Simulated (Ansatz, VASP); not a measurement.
**One calculation of ScAl3N4, two programs**

```xyz
8
Lattice="-3.1824 0.0000 0.0000 0.0000 5.5615 -0.0036 1.5912 -2.7775 -4.9898" Properties=species:S:1:pos:R:3 pbc="T T T"
Sc    0.0000    1.8392   -0.0647
Al   -1.5912    4.6513   -0.0001
Al   -1.5912    0.9083   -2.5352
Al    0.0000    3.7327   -2.4620
N    -1.5912   -0.9403   -2.9994
N     0.0000    1.8761   -3.0473
N    -1.5912    0.8088   -0.6720
N     0.0000    3.8165   -0.5690
```

Alike in both runs: functional LDA; k mesh 10 × 6 × 10; occupations gaussian, width 0.02 eV; no spin polarisation.

Ansatz relaxed the structure, and its values are those at the end. VASP's run is a single point on that final structure, the one shown.

|  | VASP | Ansatz |
| --- | --- | --- |
| version | VASP 6.6.1 | Ansatz 0.2.0 |
| potentials or method | VASP PAW LDA potentials, release 64 (Sc_sv, Al, N), cutoff 520 eV | scalar-relativistic, plane waves, PAW |
| valence electrons in the cell | 40 | 40 |

```csv
,VASP,Ansatz,Ansatz less VASP
gap on the k mesh at the Fermi level (eV),3.84,3.83,-0.011
least direct gap on the mesh (eV),3.99,3.98,-0.013
pressure (GPa),0.8,0.0,-0.85
rms of the force components (eV/Å),0.023,0.000,-0.0224
```

Ansatz warns that its potentials were made for another functional, while VASP's fit it. LDA's correlation is that of Perdew and Zunger in VASP and of Perdew and Wang (1992) in Ansatz.
